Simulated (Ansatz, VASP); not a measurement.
# As: VASP beside Ansatz

```xyz
1
Lattice="-1.6470 1.6470 1.6470 1.6470 -1.6470 1.6470 1.6470 1.6470 -1.6470" Properties=species:S:1:pos:R:3 pbc="T T T"
As    0.0000    0.0000    0.0000
```

Alike in both runs: functional LDA; k mesh 18 × 18 × 18; occupations fermi-dirac, width 0.08 eV; no spin polarisation.

Ansatz relaxed the structure, and its values are those at the end. VASP's run is a single point on that final structure, the one shown.

|  | VASP | Ansatz |
| --- | --- | --- |
| version | VASP 6.6.1 | Ansatz 0.2.0 |
| potentials or method | VASP PAW LDA potentials, release 64 (As) | PAW with Ansatz's default frozen-core files, scalar-relativistic |
| plane-wave cutoff (eV) | 500 | 420 |
| valence electrons in the cell | 5 | 15 |

|  | VASP | Ansatz | Ansatz less VASP |
| --- | --- | --- | --- |
| pressure (GPa) | 0.3 | 0.0 | -0.30 |

LDA's correlation is that of Perdew and Zunger in VASP and of Perdew and Wang (1992) in Ansatz. VASP's potentials hold 5 valence electrons a cell and Ansatz's 15, so a difference there can come from the potentials and not from the codes.
